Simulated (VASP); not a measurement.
# Ge: relaxation of cell and atoms with PBEsol

Ge:

```
Ge
1.0
     3.99864    0.00000    0.00000
    -1.99932    3.46292    0.00000
     0.00000    0.00000    6.59206
Ge
4
Direct
  0.66667 0.33333 0.06278
  0.33333 0.66667 0.56278
  0.66667 0.33333 0.43722
  0.33333 0.66667 0.93722
```

| Property | Result |
| --- | --- |
| Program | VASP 6.6.1 |
| Task | relaxation of cell and atoms |
| Functional | PBEsol |
| Potentials or basis | VASP PAW PBE potentials, release 64 (Ge_d) |
| Cutoff | 600 eV |
| k mesh | 12 × 12 × 6 |
| Occupations | gaussian, width 0.1 eV |
| Spin | no spin polarisation |
| Dipole correction | no |
| Further INCAR settings | ALGO = Normal; EDIFF = 1e-06; IBRION = 2; EDIFFG = -0.005; NSW = 100; ISIF = 3 |

```json
{
 "Relaxed volume": "22.79 Å³/atom",
 "Relaxed cell": "a = 3.996 Å, b = 3.996 Å, c = 6.590 Å, α = 90.00°, β = 90.00°, γ = 120.00°",
 "Space group after relaxing (to 0.05 Å)": "P6_3/mmc (No. 194)",
 "Energy gained by relaxing": "0.0 meV/atom",
 "Ionic steps": "4",
 "Pressure after relaxing": "0.0 GPa",
 "Largest force after relaxing": "0.003 eV/Å",
 "Band gap on the k mesh": "zero (band 28 reaches 4.83 eV, above the bottom of band 29 at 4.79 eV)"
}
```

Forces on the atoms (eV/Å):
```
Ge   0.000  0.000  0.003
Ge   0.000  0.000  0.003
Ge   0.000  0.000 -0.003
Ge   0.000  0.000 -0.003
```

Final structure:
```xyz
4
Lattice="3.9964 0.0000 0.0000 -1.9982 3.4610 0.0000 0.0000 0.0000 6.5903" Properties=species:S:1:pos:R:3 pbc="T T T"
Ge    1.9982    1.1537    0.4139
Ge    0.0000    2.3073    3.7090
Ge    1.9982    1.1537    2.8813
Ge    0.0000    2.3073    6.1764
```

Levels at points of the mesh, in eV from the Fermi level:
```
           k point  band 26  band 27  band 28  band 29  band 30  band 31
(0.00, 0.00, 0.00)    -0.17    -0.17    -0.04     0.10     0.10     2.22
(0.50, 0.00, 0.00)    -3.11    -2.86    -1.47     0.43     1.59     3.48
(0.00, 0.00, 0.50)    -0.88    -0.88    -0.88     0.62     0.62     3.33
(0.50, 0.00, 0.50)    -2.58    -2.45    -2.45     0.45     0.45     2.03
```

Wall time 4.3 min on 1 thread of Intel(R) Xeon(R) 6975P-C (Granite Rapids), on a shared host, peak memory 0.36 GiB.

Caveat: the PAW data sets were made with another functional, which shifts forces and pressure a little.
